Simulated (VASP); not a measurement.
Crystal: Si2Ge.

```
Si Ge
1.0
     3.81929    0.03608   -0.01276
     0.06249    6.91380    0.00547
    -0.03123    0.00772    9.71259
Si Ge
8 4
Direct
  0.96948 0.34820 0.54194
  0.48781 0.83478 0.55335
  0.49758 0.18095 0.21476
  0.00049 0.67775 0.21099
  0.03219 0.32467 0.76179
  0.48161 0.83148 0.79366
  0.49872 0.16310 0.44867
  0.02913 0.65354 0.45418
  0.48179 0.49048 0.87059
  0.02691 0.00464 0.88430
  0.99084 0.99152 0.13130
  0.50345 0.49889 0.13448
```

```yaml
Program: VASP 6.6.1
Task: relaxation of cell and atoms
Functional: PBE
Potentials_or_basis: VASP PAW PBE potentials, release 64 (Si, Ge_d)
Cutoff: 600 eV
k_mesh: 4 × 2 × 2
Occupations: gaussian, width 0.1 eV
Spin: no spin polarisation
```

At the start: pressure 1.1 GPa; volume 21.37 Å³/atom.

Task: Where does the relaxation end?

Result: Over 18 steps the energy falls by 131.7 meV/atom and the volume is 21.42 Å³/atom (+0.2 %); space group P1 (No. 1, to 0.1 Å) before, P-3m1 (No. 164, to 0.1 Å).

The path:
```
step  energy change (eV)  largest force (eV/Å)  pressure (GPa)  volume (Å³)
   1              0.0000                3.5895            1.09       256.44
   2             -1.1898                1.2290           -1.36       261.80
   3             -1.1898                1.2260           -1.32       261.78
   4             -1.4710                0.6826            0.22       256.21
   5             -1.4746                0.6713            0.06       256.75
   6             -1.5408                0.2679            0.08       256.55
   7             -1.5427                0.2315            0.08       256.51
   8             -1.5564                0.1813           -0.02       256.88
   9             -1.5573                0.2163           -0.08       256.99
  10             -1.5681                0.1313            0.01       256.79
  11             -1.5702                0.1712            0.06       256.66
  12             -1.5769                0.0963            0.02       256.89
  13             -1.5775                0.1043           -0.05       256.98
  14             -1.5796                0.0603            0.03       256.75
  15             -1.5796                0.0611            0.06       256.74
  16             -1.5804                0.0447           -0.03       257.01
  17             -1.5805                0.0451            0.00       256.98
  18             -1.5808                0.0242           -0.07       257.03
```

Final structure:
```
CELL_PARAMETERS angstrom
3.95422 -0.00034 -0.00076
0.00114 6.76869 -0.01736
0.00191 -0.02548 9.60325
ATOMIC_POSITIONS crystal
Si 0.99747 0.33331 0.54004
Si 0.49958 0.83304 0.53949
Si 0.49821 0.16793 0.21437
Si 0.00027 0.66813 0.21415
Si 0.00242 0.33202 0.78609
Si 0.50208 0.83164 0.78540
Si 0.49717 0.16710 0.46039
Si 0.99953 0.66693 0.45993
Ge 0.50255 0.49843 0.87089
Ge 0.00204 0.99815 0.87026
Ge 0.99840 0.00172 0.12928
Ge 0.50030 0.50160 0.12972
```

Caveat: the k points lie up to 0.46 Å⁻¹ apart in the final cell.
